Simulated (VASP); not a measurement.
Set up this calculation in VASP 6.6.1, as the native input.

```
Task                   : single point
Functional             : PBEsol
Potentials or basis    : VASP PAW PBE potentials, release 64 (Cr_sv, O)
Cutoff                 : 700 eV
k mesh                 : 12 × 12 × 12
Occupations            : gaussian, width 0.1 eV
Spin                   : no spin polarisation
Dipole correction      : no
Further INCAR settings : ALGO = Normal; EDIFF = 1e-06; NBANDS = 20
```

The structure of CrO2 lies in POSCAR:

```
CrO2
1.0
    1.2937806441      0.7469646032      5.3068861760
   -1.2937806441      0.7469646032      5.3068861760
    0.0000000000     -1.4939292064      5.3068861760
Cr O
1 2
Direct
    0.0006784620      0.0006784620      0.0006784620
    0.4061473754      0.4061473754      0.4061473754
    0.2618741626      0.2618741626      0.2618741626
```

One way to write it, as run:

INCAR

```
SYSTEM = CrO2
PREC     = Accurate       ! precision mode
ENCUT    = 700            ! plane-wave cutoff, eV
EDIFF    = 1E-6           ! SCF threshold, eV
ISMEAR   = 0              ! smearing method
SIGMA    = 0.1            ! smearing width, eV
LREAL    = .False.        ! projectors in reciprocal space
LASPH    = .True.         ! aspherical terms in the spheres
NELM     = 120            ! most SCF steps
ALGO     = Normal         ! electronic algorithm
ISIF     = 2              ! what is computed and relaxed
LWAVE    = .False.        ! write WAVECAR
LCHARG   = .False.        ! write CHGCAR
GGA      = PS             ! functional
NBANDS   = 20             ! bands
GGA_COMPAT= .False.
```

KPOINTS

```
regular mesh
0
Gamma
  12 12 12
  0 0 0
```

Potentials or basis: VASP PAW PBE potentials, release 64 (Cr_sv, O).

Command:

```console
$ cat potpaw_PBE.64/Cr_sv/POTCAR potpaw_PBE.64/O/POTCAR > POTCAR
$ mpirun -np 1 vasp_std > vasp.out
```

It gave:

```
Pressure               : 0.2 GPa
Largest force          : 0.027 eV/Å
Band gap on the k mesh : 0.27 eV (least direct gap 1.52 eV)
```

Caveat: the PAW data sets were made with another functional, which shifts forces and pressure a little; the run has no spin polarisation, though such a crystal can be magnetic.

Run time: 6 min on 1 thread of Intel(R) Xeon(R) 6975P-C (Granite Rapids), with other jobs on the host, peak memory 0.43 GiB.
